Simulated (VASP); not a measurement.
TiAl: single point with PBEsol

Crystal: TiAl.

```
CELL_PARAMETERS angstrom
2.89215 0.00000 0.00000
0.00000 2.89215 0.00000
0.00000 0.00000 3.75980
ATOMIC_POSITIONS crystal
Ti 0.00000 0.00000 0.00000
Al 0.50000 0.50000 0.50000
```

This cell differs from its parent crystal: ratio of the length along z to the lengths across it x 1.3, volume and fractional coordinates fixed.

* Program: VASP 6.6.1
* Task: single point
* Functional: PBEsol
* Potentials or basis: VASP PAW PBE potentials, release 64 (Ti_sv, Al)
* Cutoff: 520 eV
* k mesh: 22 × 22 × 22
* Occupations: gaussian, width 0.15 eV
* Spin: no spin polarisation

```
Pressure : 0.2 GPa
```

Stress tensor (GPa, compression positive):
```
-1.91  0.00  0.00
 0.00 -1.91  0.00
 0.00  0.00  4.54
```

Levels at points of the mesh, in eV from the Fermi level:
```csv
k point,band 4,band 5,band 6,band 7,band 8,band 9,band 10,band 11,band 12,band 13
"(0.00, 0.00, 0.00)",-32.50,-9.16,-1.74,-0.96,0.80,2.02,2.02,3.00,7.40,7.40
"(0.50, 0.00, 0.00)",-32.46,-4.93,-4.78,-1.35,-0.27,1.40,2.36,4.27,5.88,6.15
"(0.50, 0.50, 0.00)",-32.76,-3.69,-0.89,-0.89,-0.79,-0.10,-0.10,3.96,5.27,6.37
"(0.00, 0.00, 0.50)",-32.50,-7.23,-5.28,-0.64,1.31,1.39,1.39,3.04,7.47,10.41
"(0.50, 0.00, 0.50)",-32.46,-5.09,-2.78,-1.38,-1.30,1.52,1.88,1.93,4.53,5.42
"(0.50, 0.50, 0.50)",-32.79,-2.75,-2.64,-2.64,1.51,2.37,2.71,3.87,3.87,3.97
```

Run time: 12 min on 1 thread of Intel(R) Xeon(R) Platinum 8175M CPU @ 2.50GHz (Skylake/Cascade Lake), on a shared host, peak memory 0.51 GiB.

Caveat: the PAW data sets were made with another functional, which shifts forces and pressure a little.
